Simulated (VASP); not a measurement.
# Ge2Sb2Te5 (P-3m1) in VASP: single point with r2SCAN

Aim: the single point of Ge2Sb2Te5 with r2SCAN.

Everything below comes from runs of VASP 6.6.1. Logs are shortened: lines on timing, memory, paths and dates and some standing lists are left out, and cuts for length are marked.

## 1. The cell of the first run

Symmetry: P-3m1, No. 164, trigonal system. The conventional cell has a = 4.216 Å, b = 4.216 Å, c = 17.915 Å, α = 90.00°, β = 90.00°, γ = 120.00°. Within 3.7 Å of Ge (site symmetry 3m) lie 6 Te at 2.81 to 3.33 Å. Sb (site symmetry 3m) has 6 Te at 2.99 to 3.16 Å within 3.9 Å. Te (site symmetry -3m) has 6 Sb at 3.16 Å and 12 Te at 4.22 to 4.46 Å within 4.5 Å. Within 3.9 Å of Te (site symmetry 3m) lie 3 Sb at 2.99 Å and 3 Ge at 3.33 Å. Within 3.7 Å of Te (site symmetry 3m) lie 3 Ge at 2.81 Å.

## 2. Single point, r2SCAN

The input, POSCAR:

```
Ge2Sb2Te5
1.0
    4.2164170176      0.0000000000      0.0000000000
   -2.1082085088      3.6515242502      0.0000000000
    0.0000000000      0.0000000000     17.9149936018
Ge Sb Te
2 2 5
Direct
    0.0000000000      0.0000000000      0.3355855993
    0.0000000000      0.0000000000      0.6644144007
    0.3333333333      0.6666666667      0.1120428941
    0.6666666667      0.3333333333      0.8879571059
    0.0000000000      0.0000000000      0.0000000000
    0.3333333333      0.6666666667      0.7914853527
    0.6666666667      0.3333333333      0.2085146473
    0.3333333333      0.6666666667      0.4140026463
    0.6666666667      0.3333333333      0.5859973537
```

The input, INCAR.step1:

```
SYSTEM = Ge2Sb2Te5
ALGO = Normal
EDIFF = 1E-4
ENCUT = 520
GGA = PE
ISMEAR = 0
LASPH = .TRUE.
LCHARG = .FALSE.
LREAL = .FALSE.
LWAVE = .TRUE.
NBANDS = 44
NELM = 80
PREC = Accurate
SIGMA = 0.05
```

The input, INCAR.step2:

```
SYSTEM = Ge2Sb2Te5
ALGO = Normal
EDIFF = 1E-6
ENCUT = 520
ISIF = 2
ISMEAR = 0
ISTART = 1
LASPH = .TRUE.
LCHARG = .FALSE.
LMIXTAU = .TRUE.
LREAL = .FALSE.
LWAVE = .FALSE.
METAGGA = R2SCAN
NBANDS = 44
NELM = 80
PREC = Accurate
SIGMA = 0.05
```

The input, KPOINTS:

```
k-points
0
G
  10 10 2
  0 0 0
```

Potentials or basis: VASP PAW PBE potentials, release 64 (Ge_d, Sb, Te).

The run is started by

```sh
$ cat potpaw_PBE.64/Ge_d/POTCAR potpaw_PBE.64/Sb/POTCAR potpaw_PBE.64/Te/POTCAR > POTCAR
$ cp INCAR.step1 INCAR
$ mpirun -np 1 vasp_std > vasp.out
$ cp INCAR.step2 INCAR
$ mpirun -np 1 vasp_std > vasp.out
```

OUTCAR:

```text
SYSTEM = Ge2Sb2Te5
   EDIFF = 1E-6
   ENCUT = 520
   ISIF = 2
   ISMEAR = 0
   ISTART = 1
   LASPH = .TRUE.
   LREAL = .FALSE.
   METAGGA = R2SCAN
   NELM = 80
   PREC = Accurate

 ion  position               nearest neighbor table
   1  0.000  0.000  0.336-   8 2.81   8 2.81   8 2.81
   2  0.000  0.000  0.664-   9 2.81   9 2.81   9 2.81
   3  0.333  0.667  0.112-   7 2.99   7 2.99   7 2.99   5 3.16   5 3.16   5 3.16
   4  0.667  0.333  0.888-   6 2.99   6 2.99   6 2.99   5 3.16   5 3.16   5 3.16
   5  0.000  0.000  0.000-   3 3.16   4 3.16   4 3.16   3 3.16   4 3.16   3 3.16
   6  0.333  0.667  0.791-   4 2.99   4 2.99   4 2.99
   7  0.667  0.333  0.209-   3 2.99   3 2.99   3 2.99
   8  0.333  0.667  0.414-   1 2.81   1 2.81   1 2.81
   9  0.667  0.333  0.586-   2 2.81   2 2.81   2 2.81

  LATTYP: Found a hexagonal cell.
 ALAT       =     4.2164170176
 C/A-ratio  =     4.2488666389

  Lattice vectors:

 A1 = (   4.2164170176,   0.0000000000,   0.0000000000)
 A2 = (  -2.1082085088,   3.6515242502,   0.0000000000)
 A3 = (   0.0000000000,   0.0000000000,  17.9149936018)

Analysis of symmetry for initial positions (statically):
=====================================================================
 Subroutine PRICEL returns:
 Original cell was already a primitive cell.

 Routine SETGRP: Setting up the symmetry group for a
 hexagonal supercell.

 Subroutine GETGRP returns: Found 12 space group operations
 (whereof 12 operations were pure point group operations)
 out of a pool of 24 trial point group operations.

The static configuration has the point symmetry D_3d.

Analysis of symmetry for dynamics (positions and initial velocities):
=====================================================================
 Subroutine PRICEL returns:
 Original cell was already a primitive cell.

 Routine SETGRP: Setting up the symmetry group for a
 hexagonal supercell.

 Subroutine GETGRP returns: Found 12 space group operations
 (whereof 12 operations were pure point group operations)
 out of a pool of 24 trial point group operations.

The dynamic configuration has the point symmetry D_3d.

 Subroutine INISYM returns: Found 12 space group operations
[... 113 lines left out ...]
   EDIFFG = 0.1E-04   stopping-criterion for IOM
   NSW    =      0    number of steps for IOM
   IBRION =     -1    ionic relax: 0-MD 1-quasi-New 2-CG
   NFREE  =      0    steps in history (QN), initial steepest desc. (CG)
   ISIF   =      2    stress and relaxation
   ISYM   =      2    0-nonsym 1-usesym 2-fastsym
   POTIM  = 0.5000    time-step for ionic-motion
   TEBEG  =    0.0;   TEEND  =   0.0 temperature during run
   PSTRESS=    0.0 pullay stress
   NELECT =      68.0000    total number of electrons
   NUPDOWN=      -1.0000    fix difference up-down
   EMIN   =  10.00;   EMAX   =-10.00  energy-range for DOS
   EFERMI =   0.00;   METHOD = LEGACY
   ISMEAR =     0;   SIGMA  =   0.05  broadening in eV -4-tet -1-fermi 0-gaus
   EFERMI_NEDOS =   21; number of points for ismear=-14 and -15
   IALGO  =     38    algorithm
   IMIX   =      4    mixing-type and parameters
     AMIX     =   0.40;   BMIX     =  1.00
     AMIX_MAG =   1.60;   BMIX_MAG =  1.00
  volume/ion in A,a.u.               =      30.65       206.82
  Fermi-wavevector in a.u.,A,eV,Ry     =   1.026517  1.939837 14.336977  1.053738
  Thomas-Fermi vector in A             =   2.160414
   LORBIT       =      0    0 simple, 1 ext, 2 COOP (PROOUT), +10 PAW based schemes
   METAGGA = R2SCAN    functional components
   LHFCALC =     F    Hartree Fock is set to
   AEXX    =    0.0000 exact exchange contribution
   IVDW    =     0    specifies the selected vdW correction
   LEPSILON=     F    determine dielectric tensor
   LRPA    =     F    only Hartree local field effects (RPA)
 non-spin polarized calculation
 Gauss-broadening in eV      SIGMA  =   0.05
  energy-cutoff  :      520.00
  volume of cell :      275.83
 maximum number of plane-waves:      7476
 NGX is ok and might be reduce to    32
   NGX = 15   NGY = 15   NGZ = 67

 number of electron      68.0000030 magnetization

 Free energy of the ion-electron system (eV)
  ---------------------------------------------------
  ext. energy  EPLUGINS =         0.00000000
  ---------------------------------------------------
  free energy    TOTEN  =      -206.82049016 eV

  energy without entropy =     -206.81972555  energy(sigma->0) =     -206.82010786

 E-fermi :   6.3293     XC(G=0):  -9.8472

 val. band max:        6.3139229101   @ k =   0.0000   0.0000   0.5000
 cond. band min:       6.3378260003   @ k =   0.0000   0.0000   0.0000
 fundamental gap:      0.0239030902
 Fermi energy:         6.3293327951

 k-point     1 :       0.0000    0.0000    0.0000
  band No.  band energies     occupation
      1     -19.4408      2.00000
      2     -19.4408      2.00000
      3     -19.4408      2.00000
      4     -19.4408      2.00000
      5     -19.4236      2.00000
      6     -19.4236      2.00000
[... 1117 lines left out ...]
     43       9.6873      0.00000
     44       9.8115      0.00000

 [... further k-points ...]

------------------------ aborting loop because EDIFF is reached ----------------------------------------

  FORCE on cell =-STRESS in cart. coord.  units (eV):
  Direction    XX          YY          ZZ          XY          YZ          ZX
  --------------------------------------------------------------------------------------
  -------------------------------------------------------------------------------------
  Total        1.1581029      1.1581029      1.0910570      0.0000000      0.0000000      0.0000000
  in kB        6.7270292      6.7270292      6.3375825      0.0000000      0.0000000      0.0000000
  external PRESSURE =       6.5972136 kB  Pullay stress =       0.0000000 kB

 VOLUME and BASIS-vectors are now :
 -----------------------------------------------------------------------------
  energy-cutoff  :      520.00
  volume of cell :      275.83
      direct lattice vectors                 reciprocal lattice vectors
     4.216417018  0.000000000  0.000000000     0.237168192  0.136929119  0.000000000
    -2.108208509  3.651524250  0.000000000     0.000000000  0.273858239  0.000000000
     0.000000000  0.000000000 17.914993602     0.000000000  0.000000000  0.055819166

 POSITION                                       TOTAL-FORCE (eV/Angst)
 -----------------------------------------------------------------------------------
      0.00000      0.00000      6.01201        -0.000000     -0.000000     -0.032391
      0.00000      0.00000     11.90298         0.000000      0.000000      0.032391
     -0.00000      2.43435      2.00725        -0.000000     -0.000000     -0.019627
      2.10821      1.21717     15.90775        -0.000000      0.000000      0.019627
      0.00000      0.00000      0.00000        -0.000000      0.000000      0.000000
     -0.00000      2.43435     14.17946         0.000000      0.000000     -0.131706
      2.10821      1.21717      3.73554        -0.000000     -0.000000      0.131706
     -0.00000      2.43435      7.41685         0.000000     -0.000000     -0.056564
      2.10821      1.21717     10.49814        -0.000000      0.000000      0.056564
 -----------------------------------------------------------------------------------
    total drift:                                0.000000      0.000000      0.000000

  FREE ENERGIE OF THE ION-ELECTRON SYSTEM (eV)
  ---------------------------------------------------
  free  energy   TOTEN  =      -206.8204901647 eV

  energy  without entropy=     -206.8197255546  energy(sigma->0) =     -206.82010786
```

OSZICAR.step1:

```text
N       E                     dE             d eps       ncg     rms          rms(c)
DAV:   1     0.597582551415E+03    0.59758E+03   -0.27430E+04  3116   0.205E+03
DAV:   2     0.639608995417E+02   -0.53362E+03   -0.51249E+03  2664   0.592E+02
DAV:   3    -0.275232820032E+02   -0.91484E+02   -0.88672E+02  2896   0.151E+02
DAV:   4    -0.338193911648E+02   -0.62961E+01   -0.62066E+01  2952   0.466E+01
DAV:   5    -0.340531871090E+02   -0.23380E+00   -0.23306E+00  3396   0.893E+00    0.111E+01
DAV:   6    -0.338850925539E+02    0.16809E+00   -0.17237E+00  3508   0.512E+00    0.855E+00
DAV:   7    -0.339962266806E+02   -0.11113E+00   -0.25445E+00  3228   0.538E+00    0.272E+00
DAV:   8    -0.338014742206E+02    0.19475E+00   -0.85827E-01  3240   0.365E+00    0.588E-01
DAV:   9    -0.338093270210E+02   -0.78528E-02   -0.12970E-01  2812   0.121E+00    0.622E-01
DAV:  10    -0.338083120377E+02    0.10150E-02   -0.92340E-03  2996   0.354E-01    0.510E-01
DAV:  11    -0.338086763394E+02   -0.36430E-03   -0.58383E-04  2596   0.102E-01    0.387E-01
DAV:  12    -0.338076592971E+02    0.10170E-02   -0.36143E-03  2524   0.221E-01    0.285E-01
DAV:  13    -0.338077276765E+02   -0.68379E-04   -0.65548E-04  2632   0.108E-01
   1 F= -.33807728E+02 E0= -.33807007E+02  d E =-.144058E-02
```

It took 15 min on 1 thread of Intel Xeon 6975P-C (Granite Rapids), shared host; peak memory 0.59 GiB.

What came out:

```yaml
Free_energy: -206.8205 eV
Pressure: 0.7 GPa
Largest_force: 0.132 eV/Å
Band_gap_on_the_k_mesh: 0.01 eV
```

Forces in eV/Å, atoms in the order of the input:
```
Ge   0.000  0.000 -0.032
Ge   0.000  0.000  0.032
Sb   0.000  0.000 -0.020
Sb   0.000  0.000  0.020
Te   0.000  0.000  0.000
Te   0.000  0.000 -0.132
Te   0.000  0.000  0.132
Te   0.000  0.000 -0.057
Te   0.000  0.000  0.057
```

Caveat: the smearing spreads over this small gap; semilocal functionals underestimate gaps, and a narrow one can read as zero; the PAW data sets were made with another functional, which shifts forces and pressure a little; spin-orbit coupling is left out, which moves the levels of the heavy elements.
